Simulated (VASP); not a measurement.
A run of VASP 6.6.1:

Contents of POSCAR:

```
GaN
1.0
    2.9672035353      0.0000000000      0.0000000000
   -1.4836017677      2.5696736398      0.0000000000
    0.0000000000      0.0000000000      5.0329255188
Ga N
2 2
Direct
    0.0000000000      0.0000000000      0.0000000000
    0.0000000000      0.0000000000      0.5000000000
    0.3333333333      0.6666666667      0.2500000000
    0.6666666667      0.3333333333      0.7500000000
```

The input INCAR.step1:

```
SYSTEM = GaN
PREC     = Accurate       ! precision mode
ENCUT    = 520            ! plane-wave cutoff, eV
ISMEAR   = 0              ! smearing method
SIGMA    = 0.01           ! smearing width, eV
LREAL    = .FALSE.        ! projectors in reciprocal space
LASPH    = .TRUE.         ! aspherical terms in the spheres
NELM     = 100            ! most SCF steps
NBANDS   = 26             ! bands
GGA      = PE             ! functional
ALGO     = Normal         ! electronic algorithm
EDIFF    = 1E-4           ! SCF threshold, eV
LWAVE    = .TRUE.         ! write WAVECAR
LCHARG   = .FALSE.        ! write CHGCAR
```

Contents of INCAR.step2:

```
SYSTEM = GaN
PREC     = Accurate       ! precision mode
ENCUT    = 520            ! plane-wave cutoff, eV
EDIFF    = 1E-6           ! SCF threshold, eV
ISMEAR   = 0              ! smearing method
SIGMA    = 0.01           ! smearing width, eV
LREAL    = .FALSE.        ! projectors in reciprocal space
LASPH    = .TRUE.         ! aspherical terms in the spheres
NELM     = 100            ! most SCF steps
ALGO     = Normal         ! electronic algorithm
ISIF     = 2              ! what is computed and relaxed
LWAVE    = .FALSE.        ! write WAVECAR
LCHARG   = .FALSE.        ! write CHGCAR
METAGGA  = R2SCAN         ! meta-GGA
LMIXTAU  = .TRUE.       
NBANDS   = 26             ! bands
ISTART   = 1
```

File KPOINTS:

```
Automatic mesh
0
G
  12 12 6
  0 0 0
```

Potentials or basis: VASP PAW PBE potentials, release 64 (Ga_d, N).

Command:

```sh
$ cat potpaw_PBE.64/Ga_d/POTCAR potpaw_PBE.64/N/POTCAR > POTCAR
$ cp INCAR.step1 INCAR
$ mpirun -np 1 vasp_std > vasp.out
$ cp INCAR.step2 INCAR
$ mpirun -np 1 vasp_std > vasp.out
```

Hardware: 1 thread of AMD EPYC 7R43 64-Core Processor (Zen 3), on a shared host.

Problem. How long does it take, and how much memory?

Solution. Wall time 4.6 min on 1 thread of AMD EPYC 7R43 64-Core Processor (Zen 3), on a shared host, peak memory 0.16 GiB. Counts: k points 76.
